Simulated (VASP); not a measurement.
Input of a VASP 6.6.1 run:

INCAR

```
SYSTEM = Nb
ALGO = Normal
EDIFF = 1E-7
ENCUT = 520
GGA = PE
ISIF = 2
ISMEAR = 0
LASPH = .True.
LCHARG = .True.
LELF = .True.
LREAL = .False.
LVHAR = .True.
LWAVE = .False.
NBANDS = 12
NELM = 80
PREC = Accurate
SIGMA = 0.1
```

The input KPOINTS:

```
k-points
0
Gamma
  24 24 24
  0 0 0
```

File POSCAR:

```
Nb
1.0
   -1.6549073403      1.6549073403      1.6549073403
    1.6549073403     -1.6549073403      1.6549073403
    1.6549073403      1.6549073403     -1.6549073403
Nb
1
Direct
    0.0000000000      0.0000000000      0.0000000000
```

Potentials or basis: VASP PAW PBE potentials, release 64 (Nb_sv).

Command:

```sh
$ cat potpaw_PBE.64/Nb_sv/POTCAR > POTCAR
$ mpirun -np 1 vasp_std > vasp.out
```

Task: What does it give for the pressure?

Result: -0.3 GPa.
